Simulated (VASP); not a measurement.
A run of VASP 6.6.1:

Contents of INCAR:

```
  ALGO = Normal
  EDIFF = 1E-6
  ENCUT = 600
  GGA = PE
  GGA_COMPAT = F
  ISIF = 2
  ISMEAR = -1
  LASPH = T
  LCHARG = F
  LREAL = F
  LWAVE = F
  NBANDS = 16
  NELM = 120
  PREC = Accurate
  SIGMA = 0.1
```

File KPOINTS:

```
k-points
0
Gamma
  4 4 4
```

The input POSCAR:

```
GaN
1.0
    0.0000000000      2.2535010000      2.2535010000
    2.2535010000      0.0000000000      2.2535010000
    2.2535010000      2.2535010000      0.0000000000
Ga N
1 1
Direct
    0.0000000000      0.0000000000      0.0000000000
    0.7500000000      0.7500000000      0.7500000000
```

Potentials or basis: VASP PAW PBE potentials, release 64 (Ga_d, N).

Run with:

```bash
$ cat potpaw_PBE.64/Ga_d/POTCAR potpaw_PBE.64/N/POTCAR > POTCAR
$ mpirun -np 1 vasp_std > vasp.out
```

Hardware: 1 thread of AMD EPYC 7R43 64-Core Processor (Zen 3), with other jobs on the host.

**Question.** Estimate the wall time of this run.

**Answer.** Wall time 6.4 s on 1 thread of AMD EPYC 7R43 64-Core Processor (Zen 3), with other jobs on the host, peak memory 0.12 GiB. Counts: scf iterations 13, k points 8.
